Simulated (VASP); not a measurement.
SiC, 4 atoms in the cell. The structure is hexagonal, space group P6_3mc (No. 186). Conventional cell: a = 3.168 Å, b = 3.168 Å, c = 5.048 Å, α = 90.00°, β = 90.00°, γ = 120.00°. Si (site symmetry 3m) has 4 C at 1.92 to 1.94 Å within 2.5 Å. Within 2.5 Å of C (site symmetry 3m) lie 4 Si at 1.92 to 1.94 Å.  This cell differs from its parent crystal: equal xx and yy strain of +3 %.

| Quantity | Value |
| --- | --- |
| Program | VASP 6.6.1 |
| Task | electric field gradients |
| Functional | PBEsol |
| Potentials or basis | VASP PAW PBE potentials, release 64 (Si, C) |
| Cutoff | 520 eV |
| k mesh | 15 × 15 × 8 |
| Occupations | fermi-dirac, width 0.08 eV |
| Spin | no spin polarisation |
| Dipole correction | no |
| Further INCAR settings | ALGO = Normal; EDIFF = 1e-08; NBANDS = 16 |

Potentials or basis: VASP PAW PBE potentials, release 64 (Si, C).

Run with:

```bash
$ cat potpaw_PBE.64/Si/POTCAR potpaw_PBE.64/C/POTCAR > POTCAR
$ mpirun -np 1 vasp_std > vasp.out
```

Hardware: 1 thread of Intel(R) Xeon(R) Platinum 8488C (Sapphire Rapids), on a shared host.

How long does it take, and how much memory?

Run time: 41 s on 1 thread of Intel(R) Xeon(R) Platinum 8488C (Sapphire Rapids), with other jobs on the host, peak memory 0.2 GiB. Counts: scf iterations 16, k points 135.
